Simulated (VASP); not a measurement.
Crystal: GaGe.

```
Ge Ga
1.0
     0.00000    2.89784    2.89784
     2.89784    0.00000    2.89784
     2.89784    2.89784    0.00000
Ge Ga
1 1
Direct
  0.00000 0.00000 0.00000
  0.25000 0.25000 0.25000
```

| Quantity | Value |
| --- | --- |
| Program | VASP 6.6.1 |
| Task | relaxation of cell and atoms |
| Functional | revPBE |
| Potentials or basis | VASP PAW PBE potentials, release 64 (Ge_d, Ga_d) |
| Cutoff | 600 eV |
| k mesh | 8 × 8 × 8 |
| Occupations | fermi-dirac, width 0.05 eV |
| Spin | no spin polarisation |

At the start: pressure 1.4 GPa; volume 24.33 Å³/atom.

**Question.** How do energy, volume and symmetry change on relaxing?

**Answer.** Over 6 steps the energy falls by 3.3 meV/atom and the volume is 25.05 Å³/atom (+2.9 %); space group F-43m (No. 216, to 0.05 Å).

The path:
```tsv
step	energy change (eV)	largest force (eV/Å)	pressure (GPa)	volume (Å³)
1	0.0000	0.0000	1.44	48.67
2	-0.0067	0.0000	0.11	50.23
3	-0.0064	0.0000	-0.09	50.48
4	-0.0066	0.0000	-0.23	50.37
5	-0.0066	0.0000	-0.16	50.27
6	-0.0067	0.0000	-0.05	50.09
```

Final structure:
```
Ge Ga
1.0
     0.00000    2.92581    2.92581
     2.92581    0.00000    2.92581
     2.92581    2.92581    0.00000
Ge Ga
1 1
Direct
  0.00000 0.00000 0.00000
  0.25000 0.25000 0.25000
```

Caveat: the PAW data sets were made with another functional, which shifts forces and pressure a little.
